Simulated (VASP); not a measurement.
# TaMnB4 (F-43m) in VASP: notebook, part 2 of 2

VASP 6.6.1. The steps go on from the part before.

## 3. Single point, PBE, collinear spin, ferromagnetic start

This run uses another cell than the first one, of 11.00 Å³/atom, 1.312 times its volume.

Contents of INCAR:

```
ALGO = Normal
EDIFF = 1E-7
ENCUT = 520
GGA = PE
ISIF = 2
ISMEAR = 0
ISPIN = 2
LASPH = True
LCHARG = True
LELF = True
LMAXMIX = 4
LORBIT = 11
LREAL = False
LVHAR = True
LWAVE = False
MAGMOM = 0 4 0 0 0 0
NBANDS = 31
NELM = 150
PREC = Accurate
SIGMA = 0.1
```

Contents of KPOINTS:

```
k-points
0
Gamma
  6 6 6
```

Contents of POSCAR:

```
TaMnB4
1.0
    0.0000000000      3.2070894700      3.2070894700
    3.2070894700      0.0000000000      3.2070894700
    3.2070894700      3.2070894700      0.0000000000
Ta Mn B
1 1 4
Direct
    0.2500000000      0.2500000000      0.2500000000
    0.0000000000      0.0000000000      0.0000000000
    0.6242243300      0.1273270000      0.6242243300
    0.6242243300      0.6242243300      0.1273270000
    0.6242243300      0.6242243300      0.6242243300
    0.1273270000      0.6242243300      0.6242243300
```

Potentials or basis: VASP PAW PBE potentials, release 64 (Ta_pv, Mn_pv, B).

Launch:

```sh
> cat potpaw_PBE.64/Ta_pv/POTCAR potpaw_PBE.64/Mn_pv/POTCAR potpaw_PBE.64/B/POTCAR > POTCAR
> mpirun -np 1 vasp_std > vasp.out
```

OUTCAR:

```text
EDIFF = 1E-7
   ENCUT = 520
   GGA = PE
   ISIF = 2
   ISMEAR = 0
   ISPIN = 2
   LASPH = True
   LORBIT = 11
   LREAL = False
   NELM = 150
   PREC = Accurate

 ion  position               nearest neighbor table
   1  0.250  0.250  0.250-   3 2.66   4 2.66   6 2.66   5 2.66   5 2.66   5 2.66   4 2.66   3 2.66
                             6 2.66   3 2.66   4 2.66   6 2.66   2 2.78   2 2.78   2 2.78   2 2.78
   2  0.000  0.000  0.000-   3 2.66   4 2.66   4 2.66   6 2.66   3 2.66   6 2.66   5 2.66   5 2.66
                             5 2.66   3 2.66   4 2.66   6 2.66   1 2.78   1 2.78   1 2.78   1 2.78
   3  0.624  0.127  0.624-   1 2.66   1 2.66   1 2.66   2 2.66   2 2.66   2 2.66
   4  0.624  0.624  0.127-   1 2.66   1 2.66   1 2.66   2 2.66   2 2.66   2 2.66
   5  0.624  0.624  0.624-   1 2.66   1 2.66   1 2.66   2 2.66   2 2.66   2 2.66
   6  0.127  0.624  0.624-   1 2.66   1 2.66   1 2.66   2 2.66   2 2.66   2 2.66

  LATTYP: Found a face centered cubic cell.
 ALAT       =     6.4141789400

  Lattice vectors:

 A1 = (   0.0000000000,   3.2070894700,   3.2070894700)
 A2 = (   3.2070894700,   0.0000000000,   3.2070894700)
 A3 = (   3.2070894700,   3.2070894700,   0.0000000000)

Analysis of symmetry for initial positions (statically):
=====================================================================
 Subroutine PRICEL returns:
 Original cell was already a primitive cell.

 Routine SETGRP: Setting up the symmetry group for a
 face centered cubic supercell.

 Subroutine GETGRP returns: Found 24 space group operations
 (whereof 24 operations were pure point group operations)
 out of a pool of 48 trial point group operations.

The static configuration has the point symmetry T_d .

Analysis of symmetry for dynamics (positions and initial velocities):
=====================================================================
 Subroutine PRICEL returns:
 Original cell was already a primitive cell.

 Routine SETGRP: Setting up the symmetry group for a
 face centered cubic supercell.

 Subroutine GETGRP returns: Found 24 space group operations
 (whereof 24 operations were pure point group operations)
 out of a pool of 48 trial point group operations.

The dynamic configuration has the point symmetry T_d .

Analysis of structural, dynamic, and magnetic symmetry:
=====================================================================
 Subroutine PRICEL returns:
 Original cell was already a primitive cell.

 Routine SETGRP: Setting up the symmetry group for a
 face centered cubic supercell.

 Subroutine GETGRP returns: Found 24 space group operations
 (whereof 24 operations were pure point group operations)
 out of a pool of 48 trial point group operations.

The overall configuration has the point symmetry T_d .

 Subroutine INISYM returns: Found 24 space group operations
 (whereof 24 operations are pure point group operations),
 and found     1 'primitive' translations

----------------------------------------------------------------------------------------

                                     Primitive cell

  volume of cell :      65.9725

  direct lattice vectors                    reciprocal lattice vectors
     0.000000000  3.207089470  3.207089470    -0.155904600  0.155904600  0.155904600
     3.207089470  0.000000000  3.207089470     0.155904600 -0.155904600  0.155904600
     3.207089470  3.207089470  0.000000000     0.155904600  0.155904600 -0.155904600

  length of vectors
[... 90 lines left out ...]
   TEBEG  =    0.0;   TEEND  =   0.0 temperature during run
   PSTRESS=    0.0 pullay stress
   NELECT =      36.0000    total number of electrons
   NUPDOWN=      -1.0000    fix difference up-down
   EMIN   =  10.00;   EMAX   =-10.00  energy-range for DOS
   EFERMI =   0.00;   METHOD = LEGACY
   ISMEAR =     0;   SIGMA  =   0.10  broadening in eV -4-tet -1-fermi 0-gaus
   EFERMI_NEDOS =   21; number of points for ismear=-14 and -15
   IALGO  =     38    algorithm
   IMIX   =      4    mixing-type and parameters
     AMIX     =   0.40;   BMIX     =  1.00
     AMIX_MAG =   1.60;   BMIX_MAG =  1.00
  volume/ion in A,a.u.               =      11.00        74.20
  Fermi-wavevector in a.u.,A,eV,Ry     =   1.337790  2.528056 24.350101  1.789682
  Thomas-Fermi vector in A             =   2.466311
   LORBIT       =     11    0 simple, 1 ext, 2 COOP (PROOUT), +10 PAW based schemes
   GGA     = PE    functional components
   LHFCALC =     F    Hartree Fock is set to
   AEXX    =    0.0000 exact exchange contribution
   IVDW    =     0    specifies the selected vdW correction
   LEPSILON=     F    determine dielectric tensor
   LRPA    =     F    only Hartree local field effects (RPA)
 spin polarized calculation
 Gauss-broadening in eV      SIGMA  =   0.10
  energy-cutoff  :      520.00
  volume of cell :       65.97
 maximum number of plane-waves:      1807
 NGX is ok and might be reduce to    36
   NGX = 17   NGY = 17   NGZ = 17

 number of electron      35.9999992 magnetization       3.2017924

 Free energy of the ion-electron system (eV)
  ---------------------------------------------------
  ext. energy  EPLUGINS =         0.00000000
  ---------------------------------------------------
  free energy    TOTEN  =       -43.48690017 eV

  energy without entropy =      -43.46843301  energy(sigma->0) =      -43.47766659

 E-fermi :   6.8165     XC(G=0): -12.0081

 val. band max:        6.7941193479   @ k =   0.1667   0.1667   0.0000
 cond. band min:       6.8215528849   @ k =   0.5000   0.3333   0.1667
 fundamental gap:      0.0274335370
 Fermi energy:         6.8164800100

 spin component 1

 k-point     1 :       0.0000    0.0000    0.0000
  band No.  band energies     occupation
      1     -42.7245      1.00000
      2     -42.7245      1.00000
      3     -42.7245      1.00000
      4     -27.9748      1.00000
      5     -27.9748      1.00000
      6     -27.9748      1.00000
[... 517 lines left out ...]
     29      12.9876      0.00000
     30      13.2684      0.00000
 Fermi energy:         6.8164800100

 spin component 2

 k-point     1 :       0.0000    0.0000    0.0000
  band No.  band energies     occupation
      1     -39.5447      1.00000
      2     -39.5447      1.00000
      3     -39.5447      1.00000
      4     -28.0091      1.00000
      5     -28.0091      1.00000
      6     -28.0091      1.00000
[... 517 lines left out ...]
     29      13.2650      0.00000
     30      13.4890      0.00000
 [bands above 30 left out]

------------------------ aborting loop because EDIFF is reached ----------------------------------------

  FORCE on cell =-STRESS in cart. coord.  units (eV):
  Direction    XX          YY          ZZ          XY          YZ          ZX
  --------------------------------------------------------------------------------------
  -------------------------------------------------------------------------------------
  Total      -15.9310485    -15.9310485    -15.9310485      0.0000000      0.0000000     -0.0000000
  in kB     -386.8937542   -386.8937542   -386.8937542      0.0000000      0.0000000     -0.0000000
  external PRESSURE =    -386.8937542 kB  Pullay stress =       0.0000000 kB

 VOLUME and BASIS-vectors are now :
 -----------------------------------------------------------------------------
  energy-cutoff  :      520.00
  volume of cell :       65.97
      direct lattice vectors                 reciprocal lattice vectors
     0.000000000  3.207089470  3.207089470    -0.155904600  0.155904600  0.155904600
     3.207089470  0.000000000  3.207089470     0.155904600 -0.155904600  0.155904600
     3.207089470  3.207089470  0.000000000     0.155904600  0.155904600 -0.155904600

 POSITION                                       TOTAL-FORCE (eV/Angst)
 -----------------------------------------------------------------------------------
      1.60354      1.60354      1.60354         0.000000      0.000000      0.000000
      0.00000      0.00000      0.00000         0.000000      0.000000      0.000000
      2.41029      4.00389      2.41029        -0.024448      0.024448     -0.024448
      2.41029      2.41029      4.00389        -0.024448     -0.024448      0.024448
      4.00389      4.00389      4.00389         0.024448      0.024448      0.024448
      4.00389      2.41029      2.41029         0.024448     -0.024448     -0.024448
 -----------------------------------------------------------------------------------
    total drift:                                0.000001      0.000001      0.000002

  FREE ENERGIE OF THE ION-ELECTRON SYSTEM (eV)
  ---------------------------------------------------
  free  energy   TOTEN  =       -43.4869001668 eV

  energy  without entropy=      -43.4684330109  energy(sigma->0) =      -43.47766659

 total charge

# of ion       s       p       d       tot
------------------------------------------
    1        0.271   6.155   2.355   8.781
    2        0.243   6.216   5.120  11.579
    3        0.621   0.890   0.000   1.511
    4        0.621   0.890   0.000   1.511
    5        0.621   0.890   0.000   1.511
    6        0.621   0.890   0.000   1.511
--------------------------------------------------
tot          2.999  15.930   7.475  26.404

 magnetization (x)

# of ion       s       p       d       tot
------------------------------------------
    1       -0.003  -0.003  -0.054  -0.061
    2        0.015   0.011   2.941   2.967
    3        0.018   0.015   0.000   0.033
    4        0.018   0.015   0.000   0.033
    5        0.018   0.015   0.000   0.033
    6        0.018   0.015   0.000   0.033
--------------------------------------------------
tot          0.082   0.068   2.886   3.037
```

Run time: 90 s. Hardware: 1 thread of Intel Xeon Platinum 8488C (Sapphire Rapids), shared host; peak memory 0.27 GiB.

Results:

```
Free energy                                           : -43.4869 eV
Pressure                                              : -38.7 GPa
Largest force                                         : 0.042 eV/Å
Net moment                                            : 3.20 μB per cell
Site moments                                          : Ta -0.06; Mn +2.97; B +0.03 μB
Valence electrons inside the program's atomic spheres : Ta 8.78; Mn 11.58; B 1.51
```

Forces in eV/Å, atoms in the order of the input:
```
Ta   0.000  0.000  0.000
Mn   0.000  0.000  0.000
B   -0.024  0.024 -0.024
B   -0.024 -0.024  0.024
B    0.024  0.024  0.024
B    0.024 -0.024 -0.024
```

Caveat: spin-orbit coupling is left out, which moves the levels of the heavy elements; a cell with one magnetic atom can't hold antiferromagnetic order, which such compounds often take.

## 4. Relaxation of cell and atoms, PBE, collinear spin, ferromagnetic start

This run uses another cell than the first one, of 11.00 Å³/atom, 1.312 times its volume.

Contents of INCAR:

```
SYSTEM = TaMnB4
PREC = Accurate
ENCUT = 600
EDIFF = 1E-6
ISMEAR = 0
SIGMA = 0.1
LREAL = .FALSE.
LASPH = .TRUE.
NELM = 150
ALGO = Normal
ISIF = 3
LWAVE = .FALSE.
LCHARG = .FALSE.
ISPIN = 2
MAGMOM = 0 4 0 0 0 0
LORBIT = 11
LMAXMIX = 4
GGA = PE
IBRION = 2
NSW = 90
EDIFFG = -0.04
```

Contents of KPOINTS:

```
Automatic mesh
0
G
  6 6 6
  0 0 0
```

POSCAR is that of step 3.

Potentials or basis: VASP PAW PBE potentials, release 64 (Ta_pv, Mn_pv, B).

Launch:

```sh
> cat potpaw_PBE.64/Ta_pv/POTCAR potpaw_PBE.64/Mn_pv/POTCAR potpaw_PBE.64/B/POTCAR > POTCAR
> mpirun -np 1 vasp_std > vasp.out
```

OUTCAR:

```text
SYSTEM = TaMnB4
   PREC = Accurate
   ENCUT = 600
   EDIFF = 1E-6
   ISMEAR = 0
   LREAL = .FALSE.
   LASPH = .TRUE.
   NELM = 150
   ISIF = 3
   ISPIN = 2
   LORBIT = 11
   GGA = PE
   IBRION = 2
   NSW = 90
   EDIFFG = -0.04

 ion  position               nearest neighbor table
   1  0.250  0.250  0.250-   3 2.66   4 2.66   6 2.66   5 2.66   5 2.66   5 2.66   4 2.66   3 2.66
                             6 2.66   3 2.66   4 2.66   6 2.66   2 2.78   2 2.78   2 2.78   2 2.78
   2  0.000  0.000  0.000-   3 2.66   4 2.66   4 2.66   6 2.66   3 2.66   6 2.66   5 2.66   5 2.66
                             5 2.66   3 2.66   4 2.66   6 2.66   1 2.78   1 2.78   1 2.78   1 2.78
   3  0.624  0.127  0.624-   1 2.66   1 2.66   1 2.66   2 2.66   2 2.66   2 2.66
   4  0.624  0.624  0.127-   1 2.66   1 2.66   1 2.66   2 2.66   2 2.66   2 2.66
   5  0.624  0.624  0.624-   1 2.66   1 2.66   1 2.66   2 2.66   2 2.66   2 2.66
   6  0.127  0.624  0.624-   1 2.66   1 2.66   1 2.66   2 2.66   2 2.66   2 2.66
[... 1209 lines left out ...]

 val. band max:        9.9418961264   @ k =  -0.3333   0.1667   0.0000
 cond. band min:       9.9817061576   @ k =  -0.3333   0.1667   0.0000
 fundamental gap:      0.0398100313
 Fermi energy:         9.9653198520

 spin component 1

 k-point     1 :       0.0000    0.0000    0.0000
  band No.  band energies     occupation
      1     -38.5077      1.00000
      2     -38.5077      1.00000
      3     -38.5077      1.00000
      4     -24.5708      1.00000
      5     -24.5708      1.00000
      6     -24.5708      1.00000
[... 889 lines left out ...]
  FREE ENERGIE OF THE ION-ELECTRON SYSTEM (eV)
  ---------------------------------------------------
  free  energy   TOTEN  =       -45.8276211793 eV

  energy  without entropy=      -45.7981047131  energy(sigma->0) =      -45.81286295

 reached required accuracy - stopping structural energy minimisation

 total charge

# of ion       s       p       d       tot
------------------------------------------
    1        0.333   6.285   2.735   9.352
    2        0.305   6.345   5.405  12.054
    3        0.617   1.116   0.000   1.733
    4        0.617   1.116   0.000   1.733
    5        0.617   1.116   0.000   1.733
    6        0.617   1.116   0.000   1.733
--------------------------------------------------
tot          3.106  17.092   8.139  28.337

 magnetization (x)

# of ion       s       p       d       tot
------------------------------------------
    1       -0.000  -0.000  -0.000  -0.000
    2       -0.000   0.000  -0.000  -0.000
    3       -0.000   0.000   0.000   0.000
    4       -0.000   0.000   0.000   0.000
    5       -0.000   0.000   0.000   0.000
    6       -0.000   0.000   0.000   0.000
--------------------------------------------------
tot         -0.000   0.000  -0.000  -0.000
```

OSZICAR:

```text
N       E                     dE             d eps       ncg     rms          rms(c)
DAV:   1     0.294474895757E+03    0.29447E+03   -0.20791E+04  1568   0.172E+03
DAV:   2    -0.290193154857E+02   -0.32349E+03   -0.31544E+03  1568   0.441E+02
[... 63 lines left out ...]
DAV:   4    -0.458283152065E+02   -0.65466E-02   -0.10045E-01  1584   0.157E+00    0.338E-01
DAV:   5    -0.458276563844E+02    0.65882E-03   -0.36960E-03  1920   0.491E-01    0.958E-02
DAV:   6    -0.458276232557E+02    0.33129E-04   -0.27606E-04  1800   0.128E-01    0.420E-02
DAV:   7    -0.458276413321E+02   -0.18076E-04   -0.71150E-05  2200   0.582E-02    0.544E-02
DAV:   8    -0.458276271803E+02    0.14152E-04   -0.31615E-05  1688   0.314E-02    0.344E-02
DAV:   9    -0.458276212802E+02    0.59001E-05   -0.27156E-05  1928   0.330E-02    0.589E-03
DAV:  10    -0.458276211793E+02    0.10086E-06   -0.10686E-06   840   0.805E-03
   4 F= -.45827621E+02 E0= -.45812863E+02  d E =-.233921E+01  mag=     0.0001
```

Run time: 4.4 min. Hardware: 1 thread of Intel Xeon Platinum 8488C (Sapphire Rapids), shared host; peak memory 0.31 GiB.

Results:

```
Free energy                                           : -45.8276 eV
Relaxed volume                                        : 8.33 Å³/atom
Relaxed cell                                          : a = 4.134 Å, b = 4.134 Å, c = 4.134 Å, α = 60.00°, β = 60.00°, γ = 60.00°
Space group after relaxing (to 0.05 Å)                : F-43m (No. 216)
Energy gained by relaxing                             : 389.9 meV/atom
Ionic steps                                           : 4
Pressure after relaxing                               : -0.4 GPa
Largest force after relaxing                          : 0.030 eV/Å
Band gap on the k mesh                                : zero (filled and empty bands overlap)
Net moment                                            : 0.00 μB per cell
Valence electrons inside the program's atomic spheres : Ta 9.35; Mn 12.05; B 1.73
```

Forces on the atoms (eV/Å):
```
Ta   0.000  0.000  0.000
Mn   0.000  0.000  0.000
B   -0.017  0.017 -0.017
B   -0.017 -0.017  0.017
B    0.017  0.017  0.017
B    0.017 -0.017 -0.017
```

Step by step:
```tsv
step	energy change (eV)	largest force (eV/Å)	pressure (GPa)	volume (Å³)
1	0.0000	0.0420	-38.70	65.97
2	-1.5062	0.1295	51.73	43.73
3	-2.3321	0.0233	-3.88	50.52
4	-2.3392	0.0301	-0.35	49.96
```

Final structure:
```
Ta Mn B
1.0
     0.00000    2.92316    2.92316
     2.92316    0.00000    2.92316
     2.92316    2.92316    0.00000
Ta Mn B
1 1 4
Direct
  0.25000 0.25000 0.25000
  0.00000 0.00000 0.00000
  0.62434 0.12697 0.62434
  0.62434 0.62434 0.12697
  0.62434 0.62434 0.62434
  0.12697 0.62434 0.62434
```

Caveat: the starting moments collapsed, and a magnetic state may lie lower; the volume moved by over 15 % at a fixed basis, so the end points are rough; spin-orbit coupling is left out, which moves the levels of the heavy elements.
